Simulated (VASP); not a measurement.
Crystal: Li.

```
Li
1.0
     3.15194    0.00000    0.00000
    -1.57597    2.72966    0.00000
     0.00000    0.00000    5.16002
Li
2
Direct
  0.33333 0.66667 0.25000
  0.66667 0.33333 0.75000
```

This isn't the form of Li at room conditions, which is bcc.

* Program: VASP 6.6.1
* Task: relaxation of cell and atoms
* Functional: RPBE
* Potentials or basis: VASP PAW PBE potentials, release 64 (Li_sv)
* Cutoff: 600 eV
* k mesh: 12 × 12 × 7
* Occupations: fermi-dirac, width 0.05 eV
* Spin: no spin polarisation

At the start: pressure -0.8 GPa; volume 22.20 Å³/atom.

Problem. How do energy, volume and symmetry change on relaxing?

Solution. Over 7 steps the energy falls by 4.3 meV/atom and the volume is 20.70 Å³/atom (-6.7 %); space group P6_3/mmc (No. 194, to 0.1 Å) before and after.

Step by step:
| step | energy change (eV) | largest force (eV/Å) | pressure (GPa) | volume (Å³) |
| --- | --- | --- | --- | --- |
| 1 | 0.0000 | 0.0000 | -0.81 | 44.40 |
| 2 | -0.0034 | 0.0000 | -0.64 | 43.68 |
| 3 | -0.0084 | 0.0000 | -0.07 | 41.57 |
| 4 | -0.0085 | 0.0000 | 0.02 | 41.30 |
| 5 | -0.0085 | 0.0000 | 0.00 | 41.36 |
| 6 | -0.0086 | 0.0000 | 0.00 | 41.37 |
| 7 | -0.0086 | 0.0000 | -0.01 | 41.40 |

Final structure:
```
Li
1.0
     3.09665    0.00000    0.00000
    -1.54832    2.68178    0.00000
     0.00000    0.00000    4.98522
Li
2
Direct
  0.33333 0.66667 0.25000
  0.66667 0.33333 0.75000
```

Caveat: the cutoff is under 1.25 times the usual one of these potentials, so pressure, stress and relaxed cells hold a basis-set (Pulay) error; the PAW data sets were made with another functional, which shifts forces and pressure a little.
